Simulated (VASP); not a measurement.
# Cu: relaxation of cell and atoms with PBE

Crystal: Cu.

```
CELL_PARAMETERS angstrom
-1.35500 1.35500 1.30007
1.35500 -1.35500 1.30007
1.35500 1.35500 -1.30007
ATOMIC_POSITIONS crystal
Cu 0.00000 0.00000 0.00000
```

```json
{"Program": "VASP 6.6.1", "Task": "relaxation of cell and atoms", "Functional": "PBE", "Potentials or basis": "VASP PAW PBE potentials, release 64 (Cu)", "Cutoff": "600 eV", "k mesh": "22 × 22 × 22", "Occupations": "gaussian, width 0.1 eV", "Spin": "no spin polarisation", "Target pressure": "60 GPa", "Dipole correction": "no", "Further INCAR settings": "ALGO = Fast; EDIFF = 1e-06; IBRION = 2; EDIFFG = -0.008; NSW = 70; ISIF = 3"}
```

```
Relaxed volume                                             : 9.47 Å³/atom
Relaxed cell                                               : a = 2.309 Å, b = 2.309 Å, c = 2.309 Å, α = 108.49°, β = 108.49°, γ = 111.45°
Space group after relaxing (to 0.1 Å)                      : I4/mmm (No. 139)
Energy change on relaxing (the run minimises the enthalpy) : +29.1 meV/atom
Ionic steps                                                : 14
Pressure after relaxing                                    : 59.9 GPa
Band gap on the k mesh                                     : zero (an odd number of electrons rules out a gap without spin polarisation)
```

Stress tensor (GPa, compression positive):
```
59.87  0.00  0.00
 0.00 59.87  0.00
 0.00  0.00 60.09
```

The path:
```
step  energy change (eV)  largest force (eV/Å)  pressure (GPa)  volume (Å³)
   1              0.0000                0.0000           57.01         9.55
   2              0.0947                0.0000           67.58         9.30
   3              0.0264                0.0000           59.80         9.48
   4              0.0283                0.0000           60.13         9.47
   5              0.0276                0.0000           59.82         9.47
   6              0.0279                0.0000           60.17         9.47
   7              0.0287                0.0000           59.15         9.47
   8              0.0293                0.0000           60.17         9.47
   9              0.0293                0.0000           60.31         9.47
  10              0.0293                0.0000           60.21         9.47
  11              0.0292                0.0000           59.88         9.47
  12              0.0292                0.0000           60.34         9.47
  13              0.0292                0.0000           60.24         9.47
  14              0.0291                0.0000           59.95         9.47
```

Final structure:
```cif
data_structure
_symmetry_space_group_name_H-M 'P 1'
_symmetry_Int_Tables_number 1
_cell_length_a 2.3090
_cell_length_b 2.3090
_cell_length_c 2.3090
_cell_angle_alpha 108.493
_cell_angle_beta 108.493
_cell_angle_gamma 111.447
_cell_volume 9.47
loop_
_atom_site_label
_atom_site_type_symbol
_atom_site_fract_x
_atom_site_fract_y
_atom_site_fract_z
_atom_site_occupancy
Cu1 Cu 0.00000 0.00000 0.00000 1
```

Levels at points of the mesh, in eV from the Fermi level:
```csv
k point,band 3,band 4,band 5,band 6,band 7,band 8,band 9
"(0.00, 0.00, 0.00)",-3.92,-3.92,-2.71,-2.49,26.75,26.75,27.77
"(0.50, 0.00, 0.00)",-2.61,-2.35,-1.55,-1.14,5.78,18.94,20.07
"(0.50, 0.50, 0.00)",-2.78,-2.48,-1.58,-1.49,5.33,19.92,21.36
"(0.50, 0.50, 0.50)",-1.81,-1.81,-1.76,8.67,8.67,10.30,14.92
```

Run time: 2.4 min on 1 thread of Intel(R) Xeon(R) 6975P-C (Granite Rapids) (shared host), peak memory 0.23 GiB.

Caveat: the cell is relaxed towards a set pressure, so the run minimises the enthalpy, not the energy.
